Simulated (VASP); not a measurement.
Write the native input for VASP 6.6.1 that does the following.

```yaml
Task: single point
Functional: PBE
Potentials_or_basis: VASP PAW PBE potentials, release 64 (Be, Cd, S)
Cutoff: 520 eV
k_mesh: 4 × 4 × 2
Occupations: gaussian, width 0.1 eV
Spin: no spin polarisation
Dipole_correction: no
Further_INCAR_settings: ALGO = Normal; EDIFF = 1e-06; NBANDS = 56
```

The structure of BeCd2S3 lies in POSCAR:

```
BeCd2S3
1.0
   -1.9334397654     -5.8821840353      2.8357942071
   -1.9335307636      5.8822424641      2.8357768169
   -3.8692914082      0.0000393663     -5.6731181096
Be Cd S
2 4 6
Direct
    0.4946563739      0.4946518070      0.5047025875
    0.9946526260      0.9946593152      0.0046999058
    0.8371538223      0.1561008153      0.5036053191
    0.3371452733      0.6561108597      0.0036053580
    0.1561323604      0.8371673829      0.5036403678
    0.6561261158      0.3371749604      0.0036270711
    0.8437114429      0.8437071891      0.6557035624
    0.3437114802      0.3437156035      0.1556986155
    0.5399071158      0.2434648036      0.6086902781
    0.0399025984      0.7434775777      0.1086872274
    0.2434550981      0.5398817253      0.6086676953
    0.7434456930      0.0398879603      0.1086720122
```

These files were run (other wordings do the same):

INCAR

```
SYSTEM = BeCd2S3
PREC     = Accurate       ! precision mode
ENCUT    = 520            ! plane-wave cutoff, eV
EDIFF    = 1E-6           ! SCF threshold, eV
ISMEAR   = 0              ! smearing method
SIGMA    = 0.1            ! smearing width, eV
LREAL    = .FALSE.        ! projectors in reciprocal space
LASPH    = .TRUE.         ! aspherical terms in the spheres
NELM     = 80             ! most SCF steps
ALGO     = Normal         ! electronic algorithm
ISIF     = 2              ! what is computed and relaxed
LWAVE    = .FALSE.        ! write WAVECAR
LCHARG   = .FALSE.        ! write CHGCAR
GGA      = PE             ! functional
NBANDS   = 56             ! bands
```

KPOINTS

```
Automatic mesh
0
G
  4 4 2
  0 0 0
```

Potentials or basis: VASP PAW PBE potentials, release 64 (Be, Cd, S).

Launch:

```console
$ cat potpaw_PBE.64/Be/POTCAR potpaw_PBE.64/Cd/POTCAR potpaw_PBE.64/S/POTCAR > POTCAR
$ mpirun -np 1 vasp_std > vasp.out
```

Results of the run:

- Pressure: 0.3 GPa
- Largest force: 0.034 eV/Å
- Band gap on the k mesh: 1.68 eV

Caveat: the k points lie up to 0.49 Å⁻¹ apart.

Run time: 8.9 min on 1 thread of Intel Xeon 6975P-C, with other jobs on the host, peak memory 0.54 GiB.
